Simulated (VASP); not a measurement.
# Rh (P6_3/mmc) in VASP: further runs

The runs below take Rh through single point, with r2SCAN.

Program: VASP 6.6.1. These are calculated values, not measurements. Logs are shortened: lines on timing, memory, paths and dates and some standing lists are left out, and cuts for length are marked.

### Step 1. The cell of the first run

Symmetry: P6_3/mmc, No. 194, hexagonal system. Conventional cell: a = 2.656 Å, b = 2.656 Å, c = 4.307 Å, α = 90.00°, β = 90.00°, γ = 120.00°. Within 3.5 Å of Rh (site symmetry -6m2) lie 12 Rh at 2.64 to 2.66 Å.

### Step 2. Single point, r2SCAN

File POSCAR:

```
Rh
1.0
    2.6561206326      0.0000000000      0.0000000000
   -1.3280603163      2.3002698329      0.0000000000
    0.0000000000      0.0000000000      4.3070998910
Rh
2
Direct
    0.6666666667      0.3333333333      0.7500000000
    0.3333333333      0.6666666667      0.2500000000
```

File INCAR.step1:

```
PREC = Accurate ; ENCUT = 520
ISMEAR = -1 ; SIGMA = 0.2
LREAL = F ; LASPH = T
NELM = 60 ; NBANDS = 22
GGA = PE ; ALGO = Normal
EDIFF = 1E-4 ; LWAVE = T
LCHARG = F
```

File INCAR.step2:

```
PREC = Accurate ; ENCUT = 520
EDIFF = 1E-6 ; ISMEAR = -1
SIGMA = 0.2 ; LREAL = F
LASPH = T ; NELM = 60
ALGO = Normal ; ISIF = 2
LWAVE = F ; LCHARG = T
METAGGA = R2SCAN ; LMIXTAU = T
LELF = T ; LVHAR = T
NBANDS = 22 ; ISTART = 1
```

File KPOINTS:

```
Automatic mesh
0
Gamma
  10 10 5
```

Potentials or basis: VASP PAW PBE potentials, release 64 (Rh_pv).

Started as:

```console
$ cat potpaw_PBE.64/Rh_pv/POTCAR > POTCAR
$ cp INCAR.step1 INCAR
$ mpirun -np 1 vasp_std > vasp.out
$ cp INCAR.step2 INCAR
$ mpirun -np 1 vasp_std > vasp.out
```

OUTCAR:

```text
PREC = Accurate
   ENCUT = 520
   EDIFF = 1E-6
   ISMEAR = -1
   LREAL = F
   LASPH = T
   NELM = 60
   ISIF = 2
   METAGGA = R2SCAN
   ISTART = 1

 ion  position               nearest neighbor table
   1  0.667  0.333  0.750-   2 2.64   2 2.64   2 2.64   2 2.64   2 2.64   2 2.64
   2  0.333  0.667  0.250-   1 2.64   1 2.64   1 2.64   1 2.64   1 2.64   1 2.64

  LATTYP: Found a hexagonal cell.
 ALAT       =     2.6561206326
 C/A-ratio  =     1.6215754052

  Lattice vectors:

 A1 = (   2.6561206326,   0.0000000000,   0.0000000000)
 A2 = (  -1.3280603163,   2.3002698329,   0.0000000000)
 A3 = (   0.0000000000,   0.0000000000,   4.3070998910)

Analysis of symmetry for initial positions (statically):
=====================================================================
 Subroutine PRICEL returns:
 Original cell was already a primitive cell.

 Routine SETGRP: Setting up the symmetry group for a
 hexagonal supercell.

 Subroutine GETGRP returns: Found 24 space group operations
 (whereof 12 operations were pure point group operations)
 out of a pool of 24 trial point group operations.

The static configuration has the point symmetry D_3d.
 The point group associated with its full space group is D_6h.

Analysis of symmetry for dynamics (positions and initial velocities):
=====================================================================
 Subroutine PRICEL returns:
 Original cell was already a primitive cell.

 Routine SETGRP: Setting up the symmetry group for a
 hexagonal supercell.

 Subroutine GETGRP returns: Found 24 space group operations
 (whereof 12 operations were pure point group operations)
 out of a pool of 24 trial point group operations.

The dynamic configuration has the point symmetry D_3d.
 The point group associated with its full space group is D_6h.

 Subroutine INISYM returns: Found 24 space group operations
 (whereof 12 operations are pure point group operations),
 and found     1 'primitive' translations

----------------------------------------------------------------------------------------

                                     Primitive cell

  volume of cell :      26.3155

  direct lattice vectors                    reciprocal lattice vectors
     2.656120633  0.000000000  0.000000000     0.376488924  0.217365803  0.000000000
    -1.328060316  2.300269833  0.000000000     0.000000000  0.434731607  0.000000000
     0.000000000  0.000000000  4.307099891     0.000000000  0.000000000  0.232174787

  length of vectors
     2.656120633  2.656122269  4.307099891     0.434731874  0.434731607  0.232174787

  position of ions in fractional coordinates (direct lattice)
     0.666666667  0.333333333  0.750000000
     0.333333333  0.666666667  0.250000000

  ion indices of the primitive-cell ions
   primitive index   ion index
                 1           1
                 2           2

----------------------------------------------------------------------------------------

 KPOINTS: Automatic mesh

Automatic generation of k-mesh.
 Grid dimensions read from file:
 generate k-points for:   10   10    5

 Generating k-lattice:

  Cartesian coordinates                     Fractional coordinates (reciprocal lattice)
     0.037648892  0.021736580  0.000000000     0.100000000 -0.000000000  0.000000000
     0.000000000  0.043473161  0.000000000     0.000000000  0.100000000  0.000000000
     0.000000000  0.000000000  0.046434957     0.000000000  0.000000000  0.200000000

  Length of vectors
     0.043473187  0.043473161  0.046434957

  Shift w.r.t. Gamma in fractional coordinates (k-lattice)
     0.000000000  0.000000000  0.000000000

 Subroutine IBZKPT returns following result:
 ===========================================

 Found     42 irreducible k-points:

 Following reciprocal coordinates:
            Coordinates               Weight
  0.000000  0.000000  0.000000      1.000000
  0.100000  0.000000  0.000000      6.000000
  0.200000  0.000000  0.000000      6.000000
  0.300000 -0.000000  0.000000      6.000000
  0.400000  0.000000  0.000000      6.000000
  0.500000  0.000000  0.000000      3.000000
[... 16 lines left out ...]
  0.300000  0.100000  0.200000     24.000000
  0.400000  0.100000  0.200000     24.000000
 [... further k-points ...]
   k-points           NKPTS =     42   k-points in BZ     NKDIM =     42   number of bands    NBANDS=     22
   number of dos      NEDOS =    301   number of ions     NIONS =      2
   total plane-waves  NPLWV =  12800
   dimension x,y,z NGX =    20 NGY =   20 NGZ =   32
   dimension x,y,z NGXF=    40 NGYF=   40 NGZF=   64
   ions per type =               2
   NGX,Y,Z   is equivalent  to a cutoff of  12.52, 12.52, 12.35 a.u.
   NGXF,Y,Z  is equivalent  to a cutoff of  25.04, 25.04, 24.70 a.u.
 SYSTEM =  unknown system
   PREC   = accura    normal or accurate (medium, high low for compatibility)
   ISTART =      1    job   : 0-new  1-cont  2-samecut
   ICHARG =      0    charge: 1-file 2-atom 10-const
   ISPIN  =      1    spin polarized calculation?
   LNONCOLLINEAR =      F non collinear calculations
   LSORBIT =      F    spin-orbit coupling
   LASPH  =      T    aspherical Exc in radial PAW
   ENCUT  =  520.0 eV  38.22 Ry    6.18 a.u.   4.94  4.94  8.01*2*pi/ulx,y,z
   NELM   =     60;   NELMIN=  2; NELMDL=  0     # of ELM steps
   EDIFF  = 0.1E-05   stopping-criterion for ELM
   LREAL  =      F    real-space projection
   EDIFFG = 0.1E-04   stopping-criterion for IOM
   NSW    =      0    number of steps for IOM
   IBRION =     -1    ionic relax: 0-MD 1-quasi-New 2-CG
   NFREE  =      0    steps in history (QN), initial steepest desc. (CG)
   ISIF   =      2    stress and relaxation
   ISYM   =      2    0-nonsym 1-usesym 2-fastsym
   POTIM  = 0.5000    time-step for ionic-motion
   TEBEG  =    0.0;   TEEND  =   0.0 temperature during run
   PSTRESS=    0.0 pullay stress
   NELECT =      30.0000    total number of electrons
   NUPDOWN=      -1.0000    fix difference up-down
   EMIN   =  10.00;   EMAX   =-10.00  energy-range for DOS
   EFERMI =   0.00;   METHOD = LEGACY
   ISMEAR =    -1;   SIGMA  =   0.20  broadening in eV -4-tet -1-fermi 0-gaus
   EFERMI_NEDOS =   21; number of points for ismear=-14 and -15
   IALGO  =     38    algorithm
   IMIX   =      4    mixing-type and parameters
     AMIX     =   0.40;   BMIX     =  1.00
     AMIX_MAG =   1.60;   BMIX_MAG =  1.00
  volume/ion in A,a.u.               =      13.16        88.79
  Fermi-wavevector in a.u.,A,eV,Ry     =   1.710191  3.231793 39.793707  2.924755
  Thomas-Fermi vector in A             =   2.788536
   LORBIT       =      0    0 simple, 1 ext, 2 COOP (PROOUT), +10 PAW based schemes
   METAGGA = R2SCAN    functional components
   LHFCALC =     F    Hartree Fock is set to
   AEXX    =    0.0000 exact exchange contribution
   IVDW    =     0    specifies the selected vdW correction
   LEPSILON=     F    determine dielectric tensor
   LRPA    =     F    only Hartree local field effects (RPA)
 non-spin polarized calculation
  energy-cutoff  :      520.00
  volume of cell :       26.32
 maximum number of plane-waves:       730
 NGX is ok and might be reduce to    20
   NGX =  9   NGY =  9   NGZ = 17

 number of electron      29.9999997 magnetization

 Free energy of the ion-electron system (eV)
  ---------------------------------------------------
  ext. energy  EPLUGINS =         0.00000000
  ---------------------------------------------------
  free energy    TOTEN  =       -48.31276751 eV

  energy without entropy =      -47.93063602  energy(sigma->0) =      -48.12170177

 E-fermi :  12.6434     XC(G=0): -15.5347

 val. band max:       12.6352610898   @ k =   0.4000   0.2000   0.2000
 cond. band min:      12.6684894503   @ k =   0.3000   0.1000   0.4000
 fundamental gap:      0.0332283606
 Fermi energy:        12.6434486081

 k-point     1 :       0.0000    0.0000    0.0000
  band No.  band energies     occupation
      1     -36.1987      2.00000
      2     -35.3978      2.00000
      3     -35.3978      2.00000
      4     -35.2673      2.00000
      5     -35.2673      2.00000
      6     -35.2673      2.00000
[... 14 lines left out ...]
     21      29.9436      0.00000
     22      29.9439      0.00000

 k-point     2 :       0.1000    0.0000    0.0000
  band No.  band energies     occupation
      1     -36.1698      2.00000
      2     -35.4637      2.00000
      3     -35.4189      2.00000
      4     -35.3355      2.00000
      5     -35.2791      2.00000
      6     -35.2777      2.00000
[... 14 lines left out ...]
     21      29.9437      0.00000
     22      29.9443      0.00000

 k-point     3 :       0.2000    0.0000    0.0000
  band No.  band energies     occupation
      1     -36.0892      2.00000
      2     -35.6364      2.00000
      3     -35.5098      2.00000
      4     -35.4723      2.00000
      5     -35.3148      2.00000
      6     -35.3064      2.00000
[... 14 lines left out ...]
     21      29.9435      0.00000
     22      29.9444      0.00000

 k-point     4 :       0.3000   -0.0000    0.0000
  band No.  band energies     occupation
      1     -35.9741      2.00000
      2     -35.8497      2.00000
      3     -35.7174      2.00000
      4     -35.5355      2.00000
      5     -35.3743      2.00000
      6     -35.3440      2.00000
[... 14 lines left out ...]
     21      29.6813      0.00000
     22      30.0076      0.00000

 k-point     5 :       0.4000    0.0000    0.0000
  band No.  band energies     occupation
      1     -36.0218      2.00000
      2     -35.8797      2.00000
      3     -35.8549      2.00000
      4     -35.5852      2.00000
      5     -35.4482      2.00000
      6     -35.3754      2.00000
[... 417 lines left out ...]
 k-point    22 :       0.2000    0.1000    0.2000
  band No.  band energies     occupation
      1     -35.9999      2.00000
      2     -35.7228      2.00000
      3     -35.6726      2.00000
      4     -35.5066      2.00000
      5     -35.3791      2.00000
      6     -35.3566      2.00000
[... 14 lines left out ...]
     21      29.6165      0.00000
     22      29.9454      0.00000

 k-point    23 :       0.3000    0.1000    0.2000
  band No.  band energies     occupation
      1     -36.0186      2.00000
      2     -35.8840      2.00000
      3     -35.7413      2.00000
      4     -35.5747      2.00000
      5     -35.4381      2.00000
      6     -35.3962      2.00000
[... 14 lines left out ...]
     21      27.8186      0.00000
     22      28.9657      0.00000

 k-point    24 :       0.4000    0.1000    0.2000
  band No.  band energies     occupation
      1     -36.0969      2.00000
      2     -35.9716      2.00000
      3     -35.7183      2.00000
      4     -35.6017      2.00000
      5     -35.4903      2.00000
      6     -35.4273      2.00000
[... 14 lines left out ...]
     21      26.5769      0.00000
     22      28.4151      0.00000

 [... further k-points ...]

------------------------ aborting loop because EDIFF is reached ----------------------------------------

  FORCE on cell =-STRESS in cart. coord.  units (eV):
  Direction    XX          YY          ZZ          XY          YZ          ZX
  --------------------------------------------------------------------------------------
  -------------------------------------------------------------------------------------
  Total        2.9162469      2.9162517      2.8172134      0.0000000      0.0000000      0.0000000
  in kB      177.5510914    177.5513831    171.5215961      0.0000000      0.0000000      0.0000000
  external PRESSURE =     175.5413569 kB  Pullay stress =       0.0000000 kB

 VOLUME and BASIS-vectors are now :
 -----------------------------------------------------------------------------
  energy-cutoff  :      520.00
  volume of cell :       26.32
      direct lattice vectors                 reciprocal lattice vectors
     2.656120633  0.000000000  0.000000000     0.376488924  0.217365803  0.000000000
    -1.328060316  2.300269833  0.000000000     0.000000000  0.434731607  0.000000000
     0.000000000  0.000000000  4.307099891     0.000000000  0.000000000  0.232174787

 POSITION                                       TOTAL-FORCE (eV/Angst)
 -----------------------------------------------------------------------------------
      1.32806      0.76676      3.23032        -0.000000      0.000000      0.000000
     -0.00000      1.53351      1.07677         0.000000     -0.000000      0.000000
 -----------------------------------------------------------------------------------
    total drift:                                0.000000     -0.000000      0.000000

  FREE ENERGIE OF THE ION-ELECTRON SYSTEM (eV)
  ---------------------------------------------------
  free  energy   TOTEN  =       -48.3127675124 eV

  energy  without entropy=      -47.9306360220  energy(sigma->0) =      -48.12170177
```

It took 2.6 min on 1 thread of AMD EPYC 7R13 (Zen 3), shared host; peak memory 0.12 GiB.

Results:

```
Free energy            : -48.3128 eV
Pressure               : 17.6 GPa
Band gap on the k mesh : zero (band 15 reaches 13.37 eV, above the bottom of band 16 at 10.82 eV)
```

Caveat: the PAW data sets were made with another functional, which shifts forces and pressure a little.

[end of part 1 of 2]
